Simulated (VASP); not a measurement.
A run of VASP 6.6.1:

INCAR

```
PREC = Accurate ; ENCUT = 600
EDIFF = 1E-6 ; ISMEAR = 0
SIGMA = 0.01 ; LREAL = False
LASPH = True ; NELM = 120
ALGO = Normal ; ISIF = 2
LWAVE = False ; LCHARG = False
NBANDS = 11 ; GGA_COMPAT = False
```

The input KPOINTS:

```
regular mesh
0
Gamma
  4 4 4
```

Contents of POSCAR:

```
Mg2Si
1.0
    0.0000000000      3.1689631853      3.1689631853
    3.1689631853      0.0000000000      3.1689631853
    3.1689631853      3.1689631853      0.0000000000
Si Mg
1 2
Direct
    0.0000000000      0.0000000000      0.0000000000
    0.2500000000      0.2500000000      0.2500000000
    0.7500000000      0.7500000000      0.7500000000
```

Potentials or basis: VASP PAW LDA potentials, release 64 (Si, Mg).

Command:

```bash
$ cat potpaw_LDA.64/Si/POTCAR potpaw_LDA.64/Mg/POTCAR > POTCAR
$ mpirun -np 1 vasp_std > vasp.out
```

Hardware: 1 thread of Intel(R) Xeon(R) Platinum 8559C (Emerald Rapids) (shared host).

Q: Estimate the wall time of this run.

A: Wall time 4.7 s on 1 thread of Intel(R) Xeon(R) Platinum 8559C (Emerald Rapids), on a shared host, peak memory 0.16 GiB. Counts: scf iterations 12, k points 8.
